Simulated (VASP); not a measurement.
# TaN (P6_3mc) in VASP: further runs, part 2 of 2

VASP 6.6.1.

### Step 3. Electric field gradients, LDA (volume scaled by 0.94)

Contents of INCAR:

```
PREC = Accurate
ENCUT = 520
EDIFF = 1E-8
ISMEAR = -1
SIGMA = 0.03
LREAL = False
LASPH = True
NELM = 100
ALGO = Normal
ISIF = 2
LWAVE = False
LCHARG = False
GGA = CA
LEFG = True
NBANDS = 24
```

Contents of KPOINTS:

```
Automatic mesh
0
Gamma
  9 9 5
```

Contents of POSCAR:

```
TaN
1.0
    2.9877386998      0.0000000000      0.0000000000
   -1.4938693500      2.5874576140      0.0000000000
    0.0000000000      0.0000000000      4.8391553770
Ta N
2 2
Direct
    0.3333333333      0.6666666667      0.0000000000
    0.6666666667      0.3333333333      0.5000000000
    0.3333333333      0.6666666667      0.3850000000
    0.6666666667      0.3333333333      0.8850000000
```

Potentials or basis: VASP PAW LDA potentials, release 64 (Ta_pv, N).

Command:

```console
> cat potpaw_LDA.64/Ta_pv/POTCAR potpaw_LDA.64/N/POTCAR > POTCAR
> mpirun -np 1 vasp_std > vasp.out
```

OUTCAR:

```text
PREC = Accurate
   ENCUT = 520
   EDIFF = 1E-8
   ISMEAR = -1
   LREAL = False
   LASPH = True
   NELM = 100
   ISIF = 2
   GGA = CA

 ion  position               nearest neighbor table
   1  0.333  0.667  0.000-   4 1.81   4 1.81   4 1.81   3 1.86   2 2.97   2 2.97   2 2.97   2 2.97
                             2 2.97   2 2.97
   2  0.667  0.333  0.500-   3 1.81   3 1.81   3 1.81   4 1.86   1 2.97   1 2.97   1 2.97   1 2.97
                             1 2.97   1 2.97
   3  0.333  0.667  0.385-   2 1.81   2 1.81   2 1.81   1 1.86
   4  0.667  0.333  0.885-   1 1.81   1 1.81   1 1.81   2 1.86

  LATTYP: Found a hexagonal cell.
 ALAT       =     2.9877386998
 C/A-ratio  =     1.6196715520

  Lattice vectors:

 A1 = (   2.9877386998,   0.0000000000,   0.0000000000)
 A2 = (  -1.4938693500,   2.5874576140,   0.0000000000)
 A3 = (   0.0000000000,   0.0000000000,   4.8391553770)

Analysis of symmetry for initial positions (statically):
=====================================================================
 Subroutine PRICEL returns:
 Original cell was already a primitive cell.

 Routine SETGRP: Setting up the symmetry group for a
 hexagonal supercell.

 Subroutine GETGRP returns: Found 12 space group operations
 (whereof  6 operations were pure point group operations)
 out of a pool of 24 trial point group operations.

The static configuration has the point symmetry C_3v.
 The point group associated with its full space group is C_6v.

Analysis of symmetry for dynamics (positions and initial velocities):
=====================================================================
 Subroutine PRICEL returns:
 Original cell was already a primitive cell.

 Routine SETGRP: Setting up the symmetry group for a
 hexagonal supercell.

 Subroutine GETGRP returns: Found 12 space group operations
 (whereof  6 operations were pure point group operations)
 out of a pool of 24 trial point group operations.

The dynamic configuration has the point symmetry C_3v.
 The point group associated with its full space group is C_6v.

 Subroutine INISYM returns: Found 12 space group operations
 (whereof  6 operations are pure point group operations),
 and found     1 'primitive' translations

----------------------------------------------------------------------------------------

                                     Primitive cell

  volume of cell :      37.4098

  direct lattice vectors                    reciprocal lattice vectors
     2.987738700  0.000000000  0.000000000     0.334701291  0.193239880  0.000000000
    -1.493869350  2.587457614  0.000000000     0.000000000  0.386479761  0.000000000
     0.000000000  0.000000000  4.839155377     0.000000000  0.000000000  0.206647632

  length of vectors
     2.987738700  2.987738700  4.839155377     0.386479761  0.386479761  0.206647632

  position of ions in fractional coordinates (direct lattice)
     0.333333333  0.666666667  0.000000000
     0.666666667  0.333333333  0.500000000
     0.333333333  0.666666667  0.385000000
     0.666666667  0.333333333  0.885000000

  ion indices of the primitive-cell ions
   primitive index   ion index
                 1           1
[... 85 lines left out ...]
   PSTRESS=    0.0 pullay stress
   NELECT =      32.0000    total number of electrons
   NUPDOWN=      -1.0000    fix difference up-down
   EMIN   =  10.00;   EMAX   =-10.00  energy-range for DOS
   EFERMI =   0.00;   METHOD = LEGACY
   ISMEAR =    -1;   SIGMA  =   0.03  broadening in eV -4-tet -1-fermi 0-gaus
   EFERMI_NEDOS =   21; number of points for ismear=-14 and -15
   IALGO  =     38    algorithm
   IMIX   =      4    mixing-type and parameters
     AMIX     =   0.40;   BMIX     =  1.00
     AMIX_MAG =   1.60;   BMIX_MAG =  1.00
  volume/ion in A,a.u.               =       9.35        63.11
  Fermi-wavevector in a.u.,A,eV,Ry     =   1.554043  2.936715 32.858743  2.415049
  Thomas-Fermi vector in A             =   2.658186
   LORBIT       =      0    0 simple, 1 ext, 2 COOP (PROOUT), +10 PAW based schemes
   GGA     = CA    functional components
   LHFCALC =     F    Hartree Fock is set to
   AEXX    =    0.0000 exact exchange contribution
   IVDW    =     0    specifies the selected vdW correction
   LEPSILON=     F    determine dielectric tensor
   LRPA    =     F    only Hartree local field effects (RPA)
 non-spin polarized calculation
  energy-cutoff  :      520.00
  volume of cell :       37.41
 maximum number of plane-waves:      1026
 NGX is ok and might be reduce to    24
   NGX = 11   NGY = 11   NGZ = 17

 number of electron      31.9999996 magnetization

 Free energy of the ion-electron system (eV)
  ---------------------------------------------------
  ext. energy  EPLUGINS =         0.00000000
  ---------------------------------------------------
  free energy    TOTEN  =       -40.82906302 eV

  energy without entropy =      -40.82098405  energy(sigma->0) =      -40.82502354

 E-fermi :  10.3659     XC(G=0): -14.1083

 val. band max:       10.3525808259   @ k =   0.4444   0.0000   0.4000
 cond. band min:      10.3797086831   @ k =   0.2222   0.0000   0.0000
 fundamental gap:      0.0271278571
 Fermi energy:        10.3658835769

 k-point     1 :       0.0000    0.0000    0.0000
  band No.  band energies     occupation
      1     -25.7594      2.00000
      2     -24.3884      2.00000
      3     -24.3884      2.00000
      4     -24.1457      2.00000
      5     -24.1457      2.00000
      6     -24.0529      2.00000
[... 637 lines left out ...]
     23      18.7459      0.00000
     24      18.7459      0.00000

 [... further k-points ...]
[... 5 lines left out ...]
  --------------------------------------------------------------------------------------
  -------------------------------------------------------------------------------------
  Total       42.5498028     42.5498028     34.6183171     -0.0000000      0.0000000      0.0000000
  in kB     1822.3118992   1822.3118993   1482.6242890     -0.0000001      0.0000000      0.0000000
  external PRESSURE =    1709.0826958 kB  Pullay stress =       0.0000000 kB

 VOLUME and BASIS-vectors are now :
 -----------------------------------------------------------------------------
  energy-cutoff  :      520.00
  volume of cell :       37.41
      direct lattice vectors                 reciprocal lattice vectors
     2.987738700  0.000000000  0.000000000     0.334701291  0.193239880  0.000000000
    -1.493869350  2.587457614  0.000000000     0.000000000  0.386479761  0.000000000
     0.000000000  0.000000000  4.839155377     0.000000000  0.000000000  0.206647632

 POSITION                                       TOTAL-FORCE (eV/Angst)
 -----------------------------------------------------------------------------------
     -0.00000      1.72497      0.00000         0.000000      0.000000      2.410129
      1.49387      0.86249      2.41958        -0.000000      0.000000      2.410129
     -0.00000      1.72497      1.86307        -0.000000     -0.000000     -2.410129
      1.49387      0.86249      4.28265         0.000000      0.000000     -2.410129
 -----------------------------------------------------------------------------------
    total drift:                               -0.000000     -0.000000      0.000184

  FREE ENERGIE OF THE ION-ELECTRON SYSTEM (eV)
  ---------------------------------------------------
  free  energy   TOTEN  =       -40.8290630236 eV

  energy  without entropy=      -40.8209840467  energy(sigma->0) =      -40.82502354

 Electric field gradients (V/A^2)
---------------------------------------------------------------------
 ion       V_xx      V_yy      V_zz      V_xy      V_xz      V_yz
---------------------------------------------------------------------
   1     -66.170   -66.170   132.341     0.000     0.000    -0.000
   2     -66.170   -66.170   132.341     0.000    -0.000     0.000
   3      -5.609    -5.609    11.217    -0.000     0.000    -0.000
   4      -5.609    -5.609    11.217    -0.000    -0.000     0.000
---------------------------------------------------------------------

 Electric field gradients after diagonalization (V/A^2)
 (convention: |V_zz| > |V_xx| > |V_yy|)
----------------------------------------------------------------------
 ion       V_xx      V_yy      V_zz     asymmetry (V_yy - V_xx)/ V_zz
----------------------------------------------------------------------
   1     -66.170   -66.170   132.341       0.000
   2     -66.170   -66.170   132.341       0.000
   3      -5.609    -5.608    11.217       0.000
   4      -5.609    -5.608    11.217       0.000
----------------------------------------------------------------------

           NMR quadrupolar parameters

 Cq : quadrupolar parameter    Cq=e*Q*V_zz/h
 eta: asymmetry parameters     (V_yy - V_xx)/ V_zz
 Q  : nuclear electric quadrupole moment in mb (millibarn)
----------------------------------------------------------------------
 ion       Cq(MHz)       eta       Q (mb)
----------------------------------------------------------------------
   1       0.320       0.000       1.000
   2       0.320       0.000       1.000
   3       0.027       0.000       1.000
   4       0.027       0.000       1.000
----------------------------------------------------------------------
```

OSZICAR:

```text
N       E                     dE             d eps       ncg     rms          rms(c)
DAV:   1     0.286699950478E+03    0.28670E+03   -0.17936E+04  1728   0.145E+03
DAV:   2    -0.346055460470E+02   -0.32131E+03   -0.30426E+03  2064   0.425E+02
DAV:   3    -0.483562856246E+02   -0.13751E+02   -0.13615E+02  2128   0.874E+01
DAV:   4    -0.484630247837E+02   -0.10674E+00   -0.10669E+00  1928   0.801E+00
DAV:   5    -0.484641138995E+02   -0.10891E-02   -0.10890E-02  2184   0.728E-01    0.663E+01
DAV:   6    -0.410329985140E+02    0.74311E+01   -0.23859E+01  1744   0.389E+01    0.286E+01
DAV:   7    -0.408819352542E+02    0.15106E+00   -0.87073E-01  2080   0.731E+00    0.143E+01
DAV:   8    -0.408317630753E+02    0.50172E-01   -0.43690E-02  1944   0.157E+00    0.114E+00
DAV:   9    -0.408290708956E+02    0.26922E-02   -0.73714E-03  2016   0.679E-01    0.166E-01
DAV:  10    -0.408290754109E+02   -0.45153E-05   -0.38778E-04  2072   0.150E-01    0.329E-02
DAV:  11    -0.408290633274E+02    0.12083E-04   -0.48043E-05  2000   0.521E-02    0.118E-02
DAV:  12    -0.408290630214E+02    0.30604E-06   -0.30970E-06  2096   0.167E-02    0.375E-03
DAV:  13    -0.408290630242E+02   -0.27921E-08   -0.13328E-07  1984   0.279E-03    0.198E-03
DAV:  14    -0.408290630236E+02    0.56934E-09   -0.72878E-09  1184   0.857E-04
   1 F= -.40829063E+02 E0= -.40825024E+02  d E =-.807898E-02
```

stdout:

```text
POSCAR found type information on POSCAR TaN
 POSCAR found :  2 types and       4 ions
 scaLAPACK will be used
 LDA part: xc-table for (Slater(with rela. corr.)+CA(PZ))
 , standard interpolation
 POSCAR, INCAR and KPOINTS ok, starting setup
 FFT: planning ... GRIDC
 FFT: planning ... GRID_SOFT
 FFT: planning ... GRID
 WAVECAR not read
 entering main loop
ion   1

ion   2

ion   3

ion   4
```

Wall time 19 s (1 thread of Intel Xeon Platinum 8488C (Sapphire Rapids), shared host); peak memory 0.15 GiB.

What came out:

| Property | Result |
| --- | --- |
| Free energy | -40.8291 eV |
| Pressure | 170.9 GPa |
| Largest force | 2.410 eV/Å |
| Band gap on the k mesh | zero (band 16 reaches 10.91 eV, above the bottom of band 17 at 8.57 eV) |

Forces in eV/Å, atoms in the order of the input:
```
Ta   0.000  0.000  2.410
Ta   0.000  0.000  2.410
N    0.000  0.000 -2.410
N    0.000  0.000 -2.410
```

Levels at points of the mesh, in eV from the Fermi level:
```csv
k point,band 12,band 13,band 14,band 15,band 16,band 17,band 18,band 19,band 20,band 21
"(0.00, 0.00, 0.00)",-8.21,-8.21,-7.44,-0.97,-0.97,-0.05,2.36,2.82,2.82,4.65
```

Electric field gradients, principal values (V/Å²):
```csv
atom,least,middle,greatest (by size)
1 Ta,-66.170,-66.170,132.341
2 Ta,-66.170,-66.170,132.341
3 N,-5.608,-5.609,11.217
4 N,-5.608,-5.609,11.217
```

Caveat: without QUAD_EFG the Cq values of the log hold for a quadrupole moment of 1 mb, not for the nuclei; spin-orbit coupling is left out, which moves the levels of the heavy elements; forces of over 1 eV/Å act on the atoms, so gaps and moduli don't describe the material at rest.

### Step 4. Electric field gradients, LDA (volume scaled by 0.98)

Contents of INCAR:

```
PREC = Accurate
ENCUT = 520
EDIFF = 1E-8
ISMEAR = -1
SIGMA = 0.03
LREAL = F
LASPH = T
NELM = 60
ALGO = Normal
ISIF = 2
LWAVE = F
LCHARG = F
LEFG = T
NBANDS = 24
```

Contents of KPOINTS:

```
regular mesh
0
Gamma
  9 9 5
```

Contents of POSCAR:

```
TaN
1.0
    3.0295306677      0.0000000000      0.0000000000
   -1.5147653339      2.6236505199      0.0000000000
    0.0000000000      0.0000000000      4.9068446386
Ta N
2 2
Direct
    0.3333333333      0.6666666667      0.0000000000
    0.6666666667      0.3333333333      0.5000000000
    0.3333333333      0.6666666667      0.3850000000
    0.6666666667      0.3333333333      0.8850000000
```

Potentials or basis: VASP PAW LDA potentials, release 64 (Ta_pv, N).

Command:

```console
> cat potpaw_LDA.64/Ta_pv/POTCAR potpaw_LDA.64/N/POTCAR > POTCAR
> mpirun -np 1 vasp_std > vasp.out
```

OUTCAR:

```text
PREC = Accurate
   ENCUT = 520
   EDIFF = 1E-8
   ISMEAR = -1
   LREAL = F
   LASPH = T
   NELM = 60
   ISIF = 2

 ion  position               nearest neighbor table
   1  0.333  0.667  0.000-   4 1.84   4 1.84   4 1.84   3 1.89   2 3.01   2 3.01   2 3.01   2 3.01
                             2 3.01   2 3.01
   2  0.667  0.333  0.500-   3 1.84   3 1.84   3 1.84   4 1.89   1 3.01   1 3.01   1 3.01   1 3.01
                             1 3.01   1 3.01
   3  0.333  0.667  0.385-   2 1.84   2 1.84   2 1.84   1 1.89
   4  0.667  0.333  0.885-   1 1.84   1 1.84   1 1.84   2 1.89

  LATTYP: Found a hexagonal cell.
 ALAT       =     3.0295306677
 C/A-ratio  =     1.6196715521

  Lattice vectors:
[... 879 lines left out ...]
---------------------------------------------------------------------
   1     -63.735   -63.736   127.471    -0.000     0.000    -0.000
   2     -63.735   -63.736   127.471    -0.000    -0.000     0.000
   3      -5.490    -5.490    10.980     0.000     0.000    -0.000
   4      -5.490    -5.490    10.980     0.000    -0.000     0.000
---------------------------------------------------------------------

 Electric field gradients after diagonalization (V/A^2)
 (convention: |V_zz| > |V_xx| > |V_yy|)
----------------------------------------------------------------------
 ion       V_xx      V_yy      V_zz     asymmetry (V_yy - V_xx)/ V_zz
----------------------------------------------------------------------
   1     -63.736   -63.735   127.471       0.000
   2     -63.736   -63.735   127.471       0.000
   3      -5.490    -5.490    10.980       0.000
   4      -5.490    -5.490    10.980       0.000
----------------------------------------------------------------------

           NMR quadrupolar parameters

 Cq : quadrupolar parameter    Cq=e*Q*V_zz/h
 eta: asymmetry parameters     (V_yy - V_xx)/ V_zz
 Q  : nuclear electric quadrupole moment in mb (millibarn)
----------------------------------------------------------------------
 ion       Cq(MHz)       eta       Q (mb)
----------------------------------------------------------------------
   1       0.308       0.000       1.000
   2       0.308       0.000       1.000
   3       0.027       0.000       1.000
   4       0.027       0.000       1.000
----------------------------------------------------------------------
```

OSZICAR:

```text
N       E                     dE             d eps       ncg     rms          rms(c)
DAV:   1     0.281969743552E+03    0.28197E+03   -0.17883E+04  1728   0.144E+03
DAV:   2    -0.361178978192E+02   -0.31809E+03   -0.30275E+03  2032   0.419E+02
DAV:   3    -0.496984339038E+02   -0.13581E+02   -0.13398E+02  2176   0.856E+01
DAV:   4    -0.498106939004E+02   -0.11226E+00   -0.11219E+00  1872   0.810E+00
DAV:   5    -0.498118492496E+02   -0.11553E-02   -0.11552E-02  2232   0.742E-01    0.615E+01
DAV:   6    -0.425558986309E+02    0.72560E+01   -0.24585E+01  1776   0.384E+01    0.264E+01
DAV:   7    -0.424103857269E+02    0.14551E+00   -0.88844E-01  2056   0.728E+00    0.137E+01
DAV:   8    -0.423596745229E+02    0.50711E-01   -0.49447E-02  1968   0.167E+00    0.108E+00
DAV:   9    -0.423567530682E+02    0.29215E-02   -0.81569E-03  1976   0.660E-01    0.181E-01
DAV:  10    -0.423567822624E+02   -0.29194E-04   -0.34427E-04  2104   0.145E-01    0.355E-02
DAV:  11    -0.423567661671E+02    0.16095E-04   -0.57494E-05  1976   0.564E-02    0.109E-02
DAV:  12    -0.423567659022E+02    0.26486E-06   -0.30839E-06  2072   0.154E-02    0.466E-03
DAV:  13    -0.423567658984E+02    0.37780E-08   -0.15177E-07  2048   0.298E-03    0.257E-03
DAV:  14    -0.423567658880E+02    0.10444E-07   -0.22771E-08  1512   0.127E-03    0.564E-04
DAV:  15    -0.423567658881E+02   -0.17917E-09   -0.55022E-09  1096   0.595E-04
   1 F= -.42356766E+02 E0= -.42353061E+02  d E =-.740903E-02
```

stdout:

```text
POSCAR found type information on POSCAR TaN
 POSCAR found :  2 types and       4 ions
 scaLAPACK will be used
 LDA part: xc-table for (Slater(with rela. corr.)+CA(PZ))
 , standard interpolation
 POSCAR, INCAR and KPOINTS ok, starting setup
 FFT: planning ... GRIDC
 FFT: planning ... GRID_SOFT
 FFT: planning ... GRID
 WAVECAR not read
 entering main loop
ion   1

ion   2

ion   3

ion   4
```

Run time: 21 s. Hardware: 1 thread of Intel Xeon Platinum 8488C (Sapphire Rapids), shared host; peak memory 0.15 GiB.

What came out:

```
Free energy            : -42.3568 eV
Pressure               : 137.2 GPa
Largest force          : 2.293 eV/Å
Band gap on the k mesh : zero (band 16 reaches 10.41 eV, above the bottom of band 17 at 8.17 eV)
```

Forces in eV/Å, atoms in the order of the input:
```
Ta   0.000  0.000  2.293
Ta   0.000  0.000  2.293
N    0.000  0.000 -2.293
N    0.000  0.000 -2.293
```

Electric field gradients, principal values (V/Å²):
| atom | least | middle | greatest (by size) |
| --- | --- | --- | --- |
| 1 Ta | -63.735 | -63.736 | 127.471 |
| 2 Ta | -63.735 | -63.736 | 127.471 |
| 3 N | -5.490 | -5.490 | 10.980 |
| 4 N | -5.490 | -5.490 | 10.980 |

Caveat: without QUAD_EFG the Cq values of the log hold for a quadrupole moment of 1 mb, not for the nuclei; spin-orbit coupling is left out, which moves the levels of the heavy elements; forces of over 1 eV/Å act on the atoms, so gaps and moduli don't describe the material at rest.
